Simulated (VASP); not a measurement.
Here is a VASP 6.6.1 calculation.

File INCAR:

```
SYSTEM = Ta4C3
  ALGO = Normal
  EDIFF = 1E-6
  ENCUT = 520
  GGA = PS
  ISIF = 2
  ISMEAR = 0
  LASPH = .True.
  LCHARG = .False.
  LREAL = .False.
  LWAVE = .False.
  NBANDS = 37
  NELM = 100
  PREC = Accurate
  SIGMA = 0.15
```

Contents of KPOINTS:

```
k-points
0
Gamma
  10 10 10
  0 0 0
```

File POSCAR:

```
Ta4C3
1.0
    4.4026021986      0.0000000000      0.0000000000
    0.0000000000      4.4026021986      0.0000000000
    0.0000000000      0.0000000000      4.4026021986
Ta C
4 3
Direct
    0.0000000000      0.5000000000      0.5000000000
    0.5000000000      0.0000000000      0.5000000000
    0.5000000000      0.5000000000      0.0000000000
   -0.0227138396      0.0000000000      0.0000000000
    0.5000000000      0.0000000000      0.0000000000
    0.0000000000      0.5000000000      0.0000000000
    0.0000000000      0.0000000000      0.5000000000
```

Potentials or basis: VASP PAW PBE potentials, release 64 (Ta_pv, C).

The run is started by

```bash
$ cat potpaw_PBE.64/Ta_pv/POTCAR potpaw_PBE.64/C/POTCAR > POTCAR
$ mpirun -np 1 vasp_std > vasp.out
```

(1) Estimate the largest force.

(2) What does it give for the pressure?

(3) What does it give for the band gap on the k mesh?

## Answers

(1) 1.799 eV/Å.

(2) 1.4 GPa.

(3) zero (bands 28 and 29 overlap by 1.04 eV).

Caveat: the cell differs from its parent crystal (atom 4 (Ta) moved +0.100 Å towards its neighbour atom 5 (C) at 2.201 Å); the PAW data sets were made with another functional, which shifts forces and pressure a little; spin-orbit coupling is left out, which moves the levels of the heavy elements.
